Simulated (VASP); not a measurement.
# Zn2Si3N (R-3m) in VASP: further runs

Runs on Zn2Si3N. Level: PBE. Tasks: single point.

All numbers are computed with VASP 6.6.1; they aren't measurements. Logs are shortened: lines on timing, memory, paths and dates and some standing lists are left out, and cuts for length are marked.

## Step 1: The cell of the first run

The structure is trigonal, space group R-3m (No. 166). Conventional cell: a = 5.615 Å, b = 5.615 Å, c = 9.190 Å, α = 90.00°, β = 90.00°, γ = 120.00°. Zn (site symmetry 3m) has 1 Zn at 2.33 Å and 9 Si at 2.50 to 3.04 Å within 3.1 Å. Within 2.9 Å of Si (site symmetry 2/m) lie 2 N at 2.23 Å and 2 Zn at 2.50 Å and 4 Si at 2.81 Å. N (site symmetry -3m) has 6 Si at 2.23 Å within 2.9 Å.

The cell was generated, and may not be a known phase.

## Step 2: Single point, PBE

INCAR

```
PREC = Accurate
ENCUT = 520
EDIFF = 1E-7
ISMEAR = 0
SIGMA = 0.1
LREAL = F
LASPH = T
NELM = 80
ALGO = Normal
ISIF = 2
LWAVE = F
LCHARG = F
GGA = PE
NBANDS = 30
```

KPOINTS

```
regular mesh
0
Gamma
  12 12 12
```

POSCAR

```
Zn2Si3N
1.0
    2.8075847588      1.6209598162      3.0633987673
   -2.8075847588      1.6209598162      3.0633987673
    0.0000000000     -3.2419196325      3.0633987673
Zn Si N
2 3 1
Direct
    0.1268580421      0.1268580421      0.1268580421
    0.8731419579      0.8731419579      0.8731419579
    0.5000000000      0.0000000000      0.5000000000
    0.0000000000      0.5000000000      0.5000000000
    0.5000000000      0.5000000000      0.0000000000
    0.5000000000      0.5000000000      0.5000000000
```

Potentials or basis: VASP PAW PBE potentials, release 64 (Zn, Si, N).

Started as:

```console
$ cat potpaw_PBE.64/Zn/POTCAR potpaw_PBE.64/Si/POTCAR potpaw_PBE.64/N/POTCAR > POTCAR
$ mpirun -np 1 vasp_std > vasp.out
```

OUTCAR:

```text
PREC = Accurate
   ENCUT = 520
   EDIFF = 1E-7
   ISMEAR = 0
   LREAL = F
   LASPH = T
   NELM = 80
   ISIF = 2
   GGA = PE

 ion  position               nearest neighbor table
   1  0.127  0.127  0.127-   2 2.33   5 2.50   4 2.50   3 2.50   4 3.04   3 3.04   3 3.04   4 3.04
                             5 3.04   5 3.04
   2  0.873  0.873  0.873-   1 2.33   5 2.50   4 2.50   3 2.50   3 3.04   4 3.04   3 3.04   4 3.04
                             5 3.04   5 3.04
   3  0.500  0.000  0.500-   6 2.23   6 2.23   1 2.50   2 2.50   5 2.81   5 2.81   4 2.81   4 2.81
                             2 3.04   1 3.04   1 3.04   2 3.04
   4  0.000  0.500  0.500-   6 2.23   6 2.23   1 2.50   2 2.50   5 2.81   5 2.81   3 2.81   3 2.81
                             1 3.04   2 3.04   1 3.04   2 3.04
   5  0.500  0.500  0.000-   6 2.23   6 2.23   1 2.50   2 2.50   4 2.81   3 2.81   3 2.81   4 2.81
                             2 3.04   1 3.04   2 3.04   1 3.04
   6  0.500  0.500  0.500-   3 2.23   4 2.23   3 2.23   4 2.23   5 2.23   5 2.23

  LATTYP: Found a trigonal (rhomboedric) cell.
 ALAT       =     4.4603200458
 COS(alpha) =     0.2075649006

  Lattice vectors:

 A1 = (   2.8075847588,   1.6209598162,   3.0633987673)
 A2 = (  -2.8075847588,   1.6209598162,   3.0633987673)
 A3 = (   0.0000000000,  -3.2419196325,   3.0633987673)

Analysis of symmetry for initial positions (statically):
=====================================================================
 Subroutine PRICEL returns:
 Original cell was already a primitive cell.

 Routine SETGRP: Setting up the symmetry group for a
 trigonal (rhombohedral) supercell.

 Subroutine GETGRP returns: Found 12 space group operations
 (whereof 12 operations were pure point group operations)
 out of a pool of 12 trial point group operations.

The static configuration has the point symmetry D_3d.

Analysis of symmetry for dynamics (positions and initial velocities):
=====================================================================
 Subroutine PRICEL returns:
 Original cell was already a primitive cell.

 Routine SETGRP: Setting up the symmetry group for a
 trigonal (rhombohedral) supercell.

 Subroutine GETGRP returns: Found 12 space group operations
 (whereof 12 operations were pure point group operations)
 out of a pool of 12 trial point group operations.

The dynamic configuration has the point symmetry D_3d.

 Subroutine INISYM returns: Found 12 space group operations
 (whereof 12 operations are pure point group operations),
 and found     1 'primitive' translations

----------------------------------------------------------------------------------------

                                     Primitive cell

  volume of cell :      83.6488

  direct lattice vectors                    reciprocal lattice vectors
     2.807584759  1.620959816  3.063398767     0.178089013  0.102819740  0.108811604
    -2.807584759  1.620959816  3.063398767    -0.178089013  0.102819740  0.108811604
     0.000000000 -3.241919633  3.063398767     0.000000000 -0.205639480  0.108811604

  length of vectors
     4.460320046  4.460320046  4.460320046     0.232653306  0.232653306  0.232653306

  position of ions in fractional coordinates (direct lattice)
     0.126858042  0.126858042  0.126858042
     0.873141958  0.873141958  0.873141958
     0.500000000  0.000000000  0.500000000
     0.000000000  0.500000000  0.500000000
     0.500000000  0.500000000  0.000000000
     0.500000000  0.500000000  0.500000000

  ion indices of the primitive-cell ions
   primitive index   ion index
                 1           1
                 2           2
                 3           3
                 4           4
                 5           5
                 6           6

----------------------------------------------------------------------------------------

 KPOINTS: regular mesh

Automatic generation of k-mesh.
 Grid dimensions read from file:
 generate k-points for:   12   12   12

 Generating k-lattice:

  Cartesian coordinates                     Fractional coordinates (reciprocal lattice)
     0.014840751  0.008568312  0.009067634     0.083333333  0.000000000  0.000000000
    -0.014840751  0.008568312  0.009067634     0.000000000  0.083333333  0.000000000
     0.000000000 -0.017136623  0.009067634     0.000000000  0.000000000  0.083333333

  Length of vectors
     0.019387775  0.019387775  0.019387775

  Shift w.r.t. Gamma in fractional coordinates (k-lattice)
     0.000000000  0.000000000  0.000000000

 Subroutine IBZKPT returns following result:
 ===========================================

 Found    189 irreducible k-points:

 Following reciprocal coordinates:
            Coordinates               Weight
  0.000000  0.000000  0.000000      1.000000
  0.083333  0.000000 -0.000000      6.000000
  0.166667  0.000000  0.000000      6.000000
  0.250000  0.000000  0.000000      6.000000
  0.333333 -0.000000  0.000000      6.000000
  0.416667  0.000000  0.000000      6.000000
[... 16 lines left out ...]
  0.500000  0.166667  0.000000     12.000000
 -0.416667  0.166667  0.000000     12.000000
 [... further k-points ...]
   k-points           NKPTS =    189   k-points in BZ     NKDIM =    189   number of bands    NBANDS=     30
   number of dos      NEDOS =    301   number of ions     NIONS =      6
   total plane-waves  NPLWV =  46656
   dimension x,y,z NGX =    36 NGY =   36 NGZ =   36
   dimension x,y,z NGXF=    72 NGYF=   72 NGZF=   72
   ions per type =               2   3   1
   NGX,Y,Z   is equivalent  to a cutoff of  13.42, 13.42, 13.42 a.u.
   NGXF,Y,Z  is equivalent  to a cutoff of  26.84, 26.84, 26.84 a.u.
 SYSTEM =  unknown system
   PREC   = accura    normal or accurate (medium, high low for compatibility)
   ISTART =      0    job   : 0-new  1-cont  2-samecut
   ICHARG =      2    charge: 1-file 2-atom 10-const
   ISPIN  =      1    spin polarized calculation?
   LNONCOLLINEAR =      F non collinear calculations
   LSORBIT =      F    spin-orbit coupling
   LASPH  =      T    aspherical Exc in radial PAW
   ENCUT  =  520.0 eV  38.22 Ry    6.18 a.u.   8.29  8.29  8.29*2*pi/ulx,y,z
   NELM   =     80;   NELMIN=  2; NELMDL= -5     # of ELM steps
   EDIFF  = 0.1E-06   stopping-criterion for ELM
   LREAL  =      F    real-space projection
   EDIFFG = 0.1E-05   stopping-criterion for IOM
   NSW    =      0    number of steps for IOM
   IBRION =     -1    ionic relax: 0-MD 1-quasi-New 2-CG
   NFREE  =      0    steps in history (QN), initial steepest desc. (CG)
   ISIF   =      2    stress and relaxation
   ISYM   =      2    0-nonsym 1-usesym 2-fastsym
   POTIM  = 0.5000    time-step for ionic-motion
   TEBEG  =    0.0;   TEEND  =   0.0 temperature during run
   PSTRESS=    0.0 pullay stress
   NELECT =      41.0000    total number of electrons
   NUPDOWN=      -1.0000    fix difference up-down
   EMIN   =  10.00;   EMAX   =-10.00  energy-range for DOS
   EFERMI =   0.00;   METHOD = LEGACY
   ISMEAR =     0;   SIGMA  =   0.10  broadening in eV -4-tet -1-fermi 0-gaus
   EFERMI_NEDOS =   21; number of points for ismear=-14 and -15
   IALGO  =     38    algorithm
   IMIX   =      4    mixing-type and parameters
     AMIX     =   0.40;   BMIX     =  1.00
     AMIX_MAG =   1.60;   BMIX_MAG =  1.00
  volume/ion in A,a.u.               =      13.94        94.08
  Fermi-wavevector in a.u.,A,eV,Ry     =   1.290772  2.439205 22.668557  1.666092
  Thomas-Fermi vector in A             =   2.422583
   LORBIT       =      0    0 simple, 1 ext, 2 COOP (PROOUT), +10 PAW based schemes
   GGA     = PE    functional components
   LHFCALC =     F    Hartree Fock is set to
   AEXX    =    0.0000 exact exchange contribution
   IVDW    =     0    specifies the selected vdW correction
   LEPSILON=     F    determine dielectric tensor
   LRPA    =     F    only Hartree local field effects (RPA)
 non-spin polarized calculation
 Gauss-broadening in eV      SIGMA  =   0.10
  energy-cutoff  :      520.00
  volume of cell :       83.65
 maximum number of plane-waves:      2286
 NGX is ok and might be reduce to    36
   NGX = 17   NGY = 17   NGZ = 17

 number of electron      40.9999994 magnetization

 Free energy of the ion-electron system (eV)
  ---------------------------------------------------
  ext. energy  EPLUGINS =         0.00000000
  ---------------------------------------------------
  free energy    TOTEN  =       -23.18294302 eV

  energy without entropy =      -23.17172268  energy(sigma->0) =      -23.17733285

 E-fermi :   6.7796     XC(G=0): -11.2471

 val. band max:        6.7726968469   @ k =  -0.1667  -0.4167   0.0833
 cond. band min:       6.7908972439   @ k =  -0.4167  -0.4167   0.2500
 fundamental gap:      0.0182003970
 Fermi energy:         6.7795810780

 k-point     1 :       0.0000    0.0000    0.0000
  band No.  band energies     occupation
      1      -9.1474      2.00000
      2      -2.9657      2.00000
      3      -1.3579      2.00000
      4      -1.3579      2.00000
      5      -1.2600      2.00000
      6      -1.1113      2.00000
[... 22 lines left out ...]
     29      12.9009      0.00000
     30      14.1018      0.00000

 k-point     2 :       0.0833    0.0000   -0.0000
  band No.  band energies     occupation
      1      -9.1252      2.00000
      2      -3.0097      2.00000
      3      -1.3890      2.00000
      4      -1.3691      2.00000
      5      -1.2946      2.00000
      6      -1.2646      2.00000
[... 22 lines left out ...]
     29      13.0974      0.00000
     30      14.0084      0.00000

 k-point     3 :       0.1667    0.0000    0.0000
  band No.  band energies     occupation
      1      -9.0626      2.00000
      2      -3.1576      2.00000
      3      -1.5310      2.00000
      4      -1.4544      2.00000
      5      -1.3474      2.00000
      6      -1.2755      2.00000
[... 682 lines left out ...]
     29      13.3603      0.00000
     30      13.6753      0.00000

 k-point    24 :      -0.4167    0.1667    0.0000
  band No.  band energies     occupation
      1      -8.7223      2.00000
      2      -3.7961      2.00000
      3      -2.2127      2.00000
      4      -1.5966      2.00000
      5      -1.3592      2.00000
      6      -1.1469      2.00000
[... 22 lines left out ...]
     29      13.2345      0.00000
     30      13.6155      0.00000

 [... further k-points ...]

------------------------ aborting loop because EDIFF is reached ----------------------------------------

  FORCE on cell =-STRESS in cart. coord.  units (eV):
  Direction    XX          YY          ZZ          XY          YZ          ZX
  --------------------------------------------------------------------------------------
  -------------------------------------------------------------------------------------
  Total        0.0511850      0.0511850      0.1653948      0.0000000     -0.0000000      0.0000000
  in kB        0.9803769      0.9803769      3.1679073      0.0000000     -0.0000000      0.0000000
  external PRESSURE =       1.7095537 kB  Pullay stress =       0.0000000 kB

 VOLUME and BASIS-vectors are now :
 -----------------------------------------------------------------------------
  energy-cutoff  :      520.00
  volume of cell :       83.65
      direct lattice vectors                 reciprocal lattice vectors
     2.807584759  1.620959816  3.063398767     0.178089013  0.102819740  0.108811604
    -2.807584759  1.620959816  3.063398767    -0.178089013  0.102819740  0.108811604
     0.000000000 -3.241919633  3.063398767     0.000000000 -0.205639480  0.108811604

 POSITION                                       TOTAL-FORCE (eV/Angst)
 -----------------------------------------------------------------------------------
      0.00000     -0.00000      1.16585        -0.000000     -0.000000      0.014311
      0.00000     -0.00000      8.02435        -0.000000      0.000000     -0.014311
      1.40379     -0.81048      3.06340         0.000000      0.000000      0.000000
     -1.40379     -0.81048      3.06340         0.000000      0.000000      0.000000
      0.00000      1.62096      3.06340        -0.000000      0.000000      0.000000
      0.00000     -0.00000      4.59510        -0.000000      0.000000      0.000000
 -----------------------------------------------------------------------------------
    total drift:                                0.000000      0.000000     -0.000000

  FREE ENERGIE OF THE ION-ELECTRON SYSTEM (eV)
  ---------------------------------------------------
  free  energy   TOTEN  =       -23.1829430239 eV

  energy  without entropy=      -23.1717226769  energy(sigma->0) =      -23.17733285
```

Wall time 3.6 min (1 thread of Intel Xeon 6975P-C (Granite Rapids), shared host); peak memory 0.51 GiB.

What came out:

```yaml
Free_energy: -23.1829 eV
Pressure: 0.2 GPa
Largest_force: 0.014 eV/Å
Band_gap_on_the_k_mesh: zero (an odd number of electrons rules out a gap without spin polarisation)
```

Forces in eV/Å, atoms in the order of the input:
```
Zn   0.000  0.000  0.014
Zn   0.000  0.000 -0.014
Si   0.000  0.000  0.000
Si   0.000  0.000  0.000
Si   0.000  0.000  0.000
N    0.000  0.000  0.000
```

Levels at points of the mesh, in eV from the Fermi level:
| k point | band 19 | band 20 | band 21 | band 22 | band 23 | band 24 |
| --- | --- | --- | --- | --- | --- | --- |
| (0.00, 0.00, 0.00) | -1.67 | -0.53 | -0.53 | 2.00 | 2.00 | 2.09 |
| (0.50, 0.00, 0.00) | -2.01 | -1.11 | -0.84 | 0.56 | 1.18 | 2.96 |
| (0.50, 0.50, 0.00) | -1.38 | 0.02 | 0.04 | 1.32 | 1.46 | 2.09 |
| (0.50, 0.50, 0.50) | -1.73 | 0.22 | 0.22 | 0.51 | 2.82 | 2.82 |

Caveat: an odd number of electrons without spin polarisation forces a metal; a magnetic or distorted state may lie lower.

(Part 1 of 3 ends here.)
